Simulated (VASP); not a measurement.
Set up this calculation in VASP 6.6.1, as the native input.

* Task: electric field gradients
* Functional: LDA
* Potentials or basis: VASP PAW LDA potentials, release 64 (Ni)
* Cutoff: 520 eV
* k mesh: 20 × 20 × 20
* Occupations: fermi-dirac, width 0.05 eV
* Spin: collinear spin, ferromagnetic start
* Starting moments: [1.5] μB
* Dipole correction: no
* Further INCAR settings: ALGO = Normal; EDIFF = 1e-08; NBANDS = 15

The structure of Ni lies in POSCAR:

```
Ni
1.0
    0.0000000000      1.7912151680      1.7912151680
    1.7912151680      0.0000000000      1.7912151680
    1.7912151680      1.7912151680      0.0000000000
Ni
1
Direct
    0.0000000000      0.0000000000      0.0000000000
```

One way to write it, as run:

INCAR

```
PREC = Accurate
ENCUT = 520
EDIFF = 1E-8
ISMEAR = -1
SIGMA = 0.05
LREAL = F
LASPH = T
NELM = 150
ALGO = Normal
ISIF = 2
LWAVE = F
LCHARG = F
ISPIN = 2
MAGMOM = 1.5
LORBIT = 11
LMAXMIX = 4
GGA = CA
LEFG = T
NBANDS = 15
```

KPOINTS

```
regular mesh
0
Gamma
  20 20 20
```

Potentials or basis: VASP PAW LDA potentials, release 64 (Ni).

Run with:

```sh
$ cat potpaw_LDA.64/Ni/POTCAR > POTCAR
$ mpirun -np 1 vasp_std > vasp.out
```

It gave:

```yaml
Pressure: -24.6 GPa
Net_moment: 0.62 μB per cell
Site_moments: Ni +0.62 μB
Largest_electric_field_gradient_by_atom: zero within the noise of the run
Valence_electrons_inside_the_program's_atomic_spheres: Ni 9.23
```

Caveat: the cell stands under tension.

Wall time 81 s on 1 thread of Intel(R) Xeon(R) Platinum 8259CL CPU @ 2.50GHz (Skylake/Cascade Lake), on a shared host, peak memory 0.17 GiB.
